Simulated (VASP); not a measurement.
# NbC2 (P6/mmm) in VASP: notebook, part 2 of 3

VASP 6.6.1. The steps go on from the part before.

## 5. Relaxation of cell and atoms, PBE

This run uses another cell than the first one, of 12.90 Å³/atom.

INCAR reads:

```
PREC     = Accurate       # precision mode
ENCUT    = 600            # plane-wave cutoff, eV
EDIFF    = 1E-7           # SCF threshold, eV
ISMEAR   = 0              # smearing method
SIGMA    = 0.1            # smearing width, eV
LREAL    = F              # projectors in reciprocal space
LASPH    = T              # aspherical terms in the spheres
NELM     = 100            # most SCF steps
ALGO     = Normal         # electronic algorithm
ISIF     = 3              # what is computed and relaxed
LWAVE    = F              # write WAVECAR
LCHARG   = F              # write CHGCAR
GGA      = PE             # functional
IBRION   = 2              # ionic algorithm
NSW      = 90             # ionic steps
EDIFFG   = -0.04          # ionic threshold
```

KPOINTS reads:

```
Automatic mesh
0
Gamma
  6 6 6
```

POSCAR reads:

```
NbC2
1.0
    3.9683591300      0.0000000000      0.0000000000
   -1.9841795700      3.4366998200      0.0000000000
    0.0000000000      0.0000000000      2.8386580700
Nb C
1 2
Direct
    0.0000000000      0.0000000000      0.0000000000
    0.3333333300      0.6666666700      0.5000000000
    0.6666666700      0.3333333300      0.5000000000
```

Potentials or basis: VASP PAW PBE potentials, release 64 (Nb_sv, C).

Run with:

```console
$ cat potpaw_PBE.64/Nb_sv/POTCAR potpaw_PBE.64/C/POTCAR > POTCAR
$ mpirun -np 1 vasp_std > vasp.out
```

OUTCAR:

```text
PREC = Accurate
   ENCUT = 600
   EDIFF = 1E-7
   ISMEAR = 0
   LREAL = F
   LASPH = T
   NELM = 100
   ISIF = 3
   GGA = PE
   IBRION = 2
   NSW = 90
   EDIFFG = -0.04

 ion  position               nearest neighbor table
   1  0.000  0.000  0.000-
   2  0.333  0.667  0.500-
   3  0.667  0.333  0.500-

  LATTYP: Found a hexagonal cell.
 ALAT       =     3.9683591300
 C/A-ratio  =     0.7153228770

  Lattice vectors:

 A1 = (   3.9683591300,   0.0000000000,   0.0000000000)
 A2 = (  -1.9841795700,   3.4366998200,   0.0000000000)
 A3 = (   0.0000000000,   0.0000000000,   2.8386580700)

Analysis of symmetry for initial positions (statically):
=====================================================================
 Subroutine PRICEL returns:
 Original cell was already a primitive cell.

 Routine SETGRP: Setting up the symmetry group for a
 hexagonal supercell.

 Subroutine GETGRP returns: Found 24 space group operations
 (whereof 24 operations were pure point group operations)
 out of a pool of 24 trial point group operations.

The static configuration has the point symmetry D_6h.

Analysis of symmetry for dynamics (positions and initial velocities):
=====================================================================
 Subroutine PRICEL returns:
 Original cell was already a primitive cell.

 Routine SETGRP: Setting up the symmetry group for a
 hexagonal supercell.

 Subroutine GETGRP returns: Found 24 space group operations
 (whereof 24 operations were pure point group operations)
 out of a pool of 24 trial point group operations.

The dynamic configuration has the point symmetry D_6h.

 Subroutine INISYM returns: Found 24 space group operations
 (whereof 24 operations are pure point group operations),
 and found     1 'primitive' translations

----------------------------------------------------------------------------------------

                                     Primitive cell

  volume of cell :      38.7138

  direct lattice vectors                    reciprocal lattice vectors
     3.968359130  0.000000000  0.000000000     0.251993322  0.145488413  0.000000000
    -1.984179570  3.436699820  0.000000000     0.000000000  0.290976824  0.000000000
     0.000000000  0.000000000  2.838658070     0.000000000  0.000000000  0.352279132

  length of vectors
     3.968359130  3.968359134  2.838658070     0.290976825  0.290976824  0.352279132

  position of ions in fractional coordinates (direct lattice)
     0.000000000  0.000000000  0.000000000
     0.333333330  0.666666670  0.500000000
     0.666666670  0.333333330  0.500000000

  ion indices of the primitive-cell ions
   primitive index   ion index
                 1           1
                 2           2
                 3           3

----------------------------------------------------------------------------------------

 KPOINTS: Automatic mesh

Automatic generation of k-mesh.
 Grid dimensions read from file:
 generate k-points for:    6    6    6

 Generating k-lattice:

  Cartesian coordinates                     Fractional coordinates (reciprocal lattice)
     0.041998887  0.024248069  0.000000000     0.166666667  0.000000000  0.000000000
     0.000000000  0.048496137  0.000000000     0.000000000  0.166666667  0.000000000
     0.000000000  0.000000000  0.058713189     0.000000000  0.000000000  0.166666667

  Length of vectors
     0.048496137  0.048496137  0.058713189

  Shift w.r.t. Gamma in fractional coordinates (k-lattice)
     0.000000000  0.000000000  0.000000000

 Subroutine IBZKPT returns following result:
 ===========================================

 Found     28 irreducible k-points:

 Following reciprocal coordinates:
            Coordinates               Weight
  0.000000  0.000000  0.000000      1.000000
  0.166667  0.000000  0.000000      6.000000
  0.333333  0.000000  0.000000      6.000000
  0.500000  0.000000  0.000000      3.000000
  0.166667  0.166667  0.000000      6.000000
  0.333333  0.166667  0.000000     12.000000
[... 16 lines left out ...]
  0.166667  0.000000  0.500000      6.000000
  0.333333  0.000000  0.500000      6.000000
 [... further k-points ...]
   k-points           NKPTS =     28   k-points in BZ     NKDIM =     28   number of bands    NBANDS=     14
   number of dos      NEDOS =    301   number of ions     NIONS =      3
   total plane-waves  NPLWV =  24576
   dimension x,y,z NGX =    32 NGY =   32 NGZ =   24
   dimension x,y,z NGXF=    64 NGYF=   64 NGZF=   48
   ions per type =               1   2
   NGX,Y,Z   is equivalent  to a cutoff of  13.41, 13.41, 14.06 a.u.
   NGXF,Y,Z  is equivalent  to a cutoff of  26.81, 26.81, 28.11 a.u.
 SYSTEM =  unknown system
   PREC   = accura    normal or accurate (medium, high low for compatibility)
   ISTART =      0    job   : 0-new  1-cont  2-samecut
   ICHARG =      2    charge: 1-file 2-atom 10-const
   ISPIN  =      1    spin polarized calculation?
   LNONCOLLINEAR =      F non collinear calculations
   LSORBIT =      F    spin-orbit coupling
   LASPH  =      T    aspherical Exc in radial PAW
   ENCUT  =  600.0 eV  44.10 Ry    6.64 a.u.   7.93  7.93  5.67*2*pi/ulx,y,z
   NELM   =    100;   NELMIN=  2; NELMDL= -5     # of ELM steps
   EDIFF  = 0.1E-06   stopping-criterion for ELM
   LREAL  =      F    real-space projection
   EDIFFG = -.4E-01   stopping-criterion for IOM
   NSW    =     90    number of steps for IOM
   IBRION =      2    ionic relax: 0-MD 1-quasi-New 2-CG
   NFREE  =      1    steps in history (QN), initial steepest desc. (CG)
   ISIF   =      3    stress and relaxation
   ISYM   =      2    0-nonsym 1-usesym 2-fastsym
   POTIM  = 0.5000    time-step for ionic-motion
   TEBEG  =    0.0;   TEEND  =   0.0 temperature during run
   PSTRESS=    0.0 pullay stress
   NELECT =      21.0000    total number of electrons
   NUPDOWN=      -1.0000    fix difference up-down
   EMIN   =  10.00;   EMAX   =-10.00  energy-range for DOS
   EFERMI =   0.00;   METHOD = LEGACY
   ISMEAR =     0;   SIGMA  =   0.10  broadening in eV -4-tet -1-fermi 0-gaus
   EFERMI_NEDOS =   21; number of points for ismear=-14 and -15
   IALGO  =     38    algorithm
   IMIX   =      4    mixing-type and parameters
     AMIX     =   0.40;   BMIX     =  1.00
     AMIX_MAG =   1.60;   BMIX_MAG =  1.00
  volume/ion in A,a.u.               =      12.90        87.08
  Fermi-wavevector in a.u.,A,eV,Ry     =   1.335138  2.523044 24.253644  1.782593
  Thomas-Fermi vector in A             =   2.463865
   LORBIT       =      0    0 simple, 1 ext, 2 COOP (PROOUT), +10 PAW based schemes
   GGA     = PE    functional components
   LHFCALC =     F    Hartree Fock is set to
   AEXX    =    0.0000 exact exchange contribution
   IVDW    =     0    specifies the selected vdW correction
   LEPSILON=     F    determine dielectric tensor
   LRPA    =     F    only Hartree local field effects (RPA)
 conjugate gradient relaxation of ions
 non-spin polarized calculation
 Gauss-broadening in eV      SIGMA  =   0.10
  energy-cutoff  :      600.00
  volume of cell :       38.71
 maximum number of plane-waves:      1308
 NGX is ok and might be reduce to    32
   NGX = 15   NGY = 15   NGZ = 11

--------------------------------------- Ionic step        1  -------------------------------------------

 number of electron      21.0000000 magnetization

 Free energy of the ion-electron system (eV)
  ---------------------------------------------------
  ext. energy  EPLUGINS =         0.00000000
  ---------------------------------------------------
  free energy    TOTEN  =       -22.00955705 eV

  energy without entropy =      -21.98889642  energy(sigma->0) =      -21.99922673

 E-fermi :   7.5572     XC(G=0): -11.6677

 val. band max:        7.5335648475   @ k =   0.3333   0.1667   0.1667
 cond. band min:       7.5616997248   @ k =   0.1667   0.0000   0.5000
 fundamental gap:      0.0281348774
 Fermi energy:         7.5571582356

 k-point     1 :       0.0000    0.0000    0.0000
  band No.  band energies     occupation
      1     -48.1653      2.00000
      2     -24.1576      2.00000
      3     -24.1576      2.00000
      4     -23.5796      2.00000
      5      -5.5238      2.00000
      6       1.3355      2.00000
      7       3.0708      2.00000
      8       3.0708      2.00000
      9       5.0876      2.00000
     10       8.1343      0.00000
     11       8.5038      0.00000
     12       8.5038      0.00000
     13       9.9368      0.00000
     14       9.9368      0.00000
[... 684 lines left out ...]
  energy  without entropy=      -24.9227185258  energy(sigma->0) =      -24.92487254

--------------------------------------- Ionic step        9  -------------------------------------------

 number of electron      20.9999998 magnetization

 Free energy of the ion-electron system (eV)
  ---------------------------------------------------
  ext. energy  EPLUGINS =         0.00000000
  ---------------------------------------------------
  free energy    TOTEN  =       -24.92748889 eV

  energy without entropy =      -24.92344848  energy(sigma->0) =      -24.92546869

 E-fermi :  13.3075     XC(G=0): -13.4218

 val. band max:       13.2239905420   @ k =   0.3333   0.3333   0.1667
 cond. band min:      13.3502120676   @ k =   0.3333   0.0000   0.0000
 fundamental gap:      0.1262215256
 Fermi energy:        13.3075151016

 k-point     1 :       0.0000    0.0000    0.0000
  band No.  band energies     occupation
      1     -42.8956      2.00000
      2     -18.7678      2.00000
      3     -18.7627      2.00000
      4     -18.7627      2.00000
      5      -4.2474      2.00000
      6       6.5465      2.00000
      7       6.5465      2.00000
      8       9.0501      2.00000
      9       9.0529      2.00000
     10       9.8023      2.00000
     11      14.4818      0.00000
     12      14.4818      0.00000
     13      14.6830      0.00000
     14      14.6830      0.00000
[... 421 lines left out ...]
  FREE ENERGIE OF THE ION-ELECTRON SYSTEM (eV)
  ---------------------------------------------------
  free  energy   TOTEN  =       -24.9274888907 eV

  energy  without entropy=      -24.9234484837  energy(sigma->0) =      -24.92546869

 reached required accuracy - stopping structural energy minimisation
```

Run time: 3.4 min. Hardware: 1 thread of Intel Xeon 8259CL, shared host; peak memory 0.19 GiB.

What came out:

| Property | Result |
| --- | --- |
| Free energy | -24.9275 eV |
| Relaxed volume | 9.11 Å³/atom |
| Relaxed cell | a = 3.208 Å, b = 3.208 Å, c = 3.066 Å, α = 90.00°, β = 90.00°, γ = 120.00° |
| Space group after relaxing (to 0.1 Å) | P6/mmm (No. 191) |
| Energy gained by relaxing | 972.6 meV/atom |
| Ionic steps | 9 |
| Pressure after relaxing | 0.1 GPa |
| Band gap on the k mesh | zero (an odd number of electrons rules out a gap without spin polarisation) |

Step by step:
| step | energy change (eV) | largest force (eV/Å) | pressure (GPa) | volume (Å³) |
| --- | --- | --- | --- | --- |
| 1 | 0.0000 | 0.0000 | -37.27 | 38.71 |
| 2 | -1.7545 | 0.0000 | 53.32 | 24.10 |
| 3 | -2.1015 | 0.0000 | 10.62 | 27.18 |
| 4 | -2.8202 | 0.0000 | 16.81 | 25.93 |
| 5 | -2.8254 | 0.0000 | 18.62 | 25.71 |
| 6 | -2.7878 | 0.0000 | -17.18 | 29.43 |
| 7 | -2.9175 | 0.0000 | -0.03 | 27.33 |
| 8 | -2.9175 | 0.0000 | 0.30 | 27.30 |
| 9 | -2.9179 | 0.0000 | 0.11 | 27.33 |

Final structure:
```xyz
3
Lattice="3.2082 0.0000 0.0000 -1.6041 2.7784 0.0000 0.0000 0.0000 3.0658" Properties=species:S:1:pos:R:3 pbc="T T T"
Nb   -1.6041    2.7784    0.0000
C     0.0000    1.8522    1.5329
C     1.6041    0.9261    1.5329
```

Caveat: the k points lie up to 0.38 Å⁻¹ apart in the final cell, too coarse for converged energies and pressures of a metal; the volume moved by over 15 % at a fixed basis, so the end points are rough.

## 6. Single point, PBE

This run uses another cell than the first one, of 9.06 Å³/atom.

INCAR reads:

```
PREC     = Accurate       # precision mode
ENCUT    = 520            # plane-wave cutoff, eV
EDIFF    = 1E-6           # SCF threshold, eV
ISMEAR   = 0              # smearing method
SIGMA    = 0.1            # smearing width, eV
LREAL    = F              # projectors in reciprocal space
LASPH    = T              # aspherical terms in the spheres
NELM     = 100            # most SCF steps
ALGO     = Normal         # electronic algorithm
ISIF     = 2              # what is computed and relaxed
LWAVE    = F              # write WAVECAR
LCHARG   = T              # write CHGCAR
GGA      = PE             # functional
LELF     = T              # ELF
LVHAR    = T            
NBANDS   = 18             # bands
```

KPOINTS reads:

```
Automatic mesh
0
Gamma
  18 18 16
```

POSCAR reads:

```
NbC2
1.0
    3.1776524181      0.0000000000      0.0000000000
   -1.5888262090      2.7519277185      0.0000000000
    0.0000000000      0.0000000000      3.1089974883
Nb C
1 2
Direct
    0.0000000000      0.0000000000      0.0000000000
    0.3333333333      0.6666666667      0.5000000000
    0.6666666667      0.3333333333      0.5000000000
```

Potentials or basis: VASP PAW PBE potentials, release 64 (Nb_sv, C).

Run with:

```console
$ cat potpaw_PBE.64/Nb_sv/POTCAR potpaw_PBE.64/C/POTCAR > POTCAR
$ mpirun -np 1 vasp_std > vasp.out
```

It took 2.3 min on 1 thread of Intel Xeon 8259CL, shared host; peak memory 0.27 GiB.

The run converged. Its results:

| Quantity | Value |
| --- | --- |
| Free energy | -24.9000 eV |
| Pressure | -0.3 GPa |
| Band gap on the k mesh | zero (an odd number of electrons rules out a gap without spin polarisation) |

Levels at points of the mesh, in eV from the Fermi level:
| k point | band 7 | band 8 | band 9 | band 10 | band 11 | band 12 | band 13 | band 14 |
| --- | --- | --- | --- | --- | --- | --- | --- | --- |
| (0.00, 0.00, 0.00) | -6.78 | -4.60 | -4.39 | -3.28 | 1.07 | 1.07 | 1.37 | 1.37 |
| (0.50, 0.00, 0.00) | -6.86 | -5.89 | -5.50 | -0.71 | 0.31 | 1.19 | 1.68 | 2.52 |
| (0.00, 0.00, 0.50) | -5.15 | -5.15 | -3.41 | -3.41 | -2.08 | -1.55 | -1.55 | 0.49 |
| (0.50, 0.00, 0.50) | -8.46 | -6.88 | -5.28 | -0.77 | 2.13 | 2.55 | 3.71 | 3.86 |

[end of part 2 of 3]
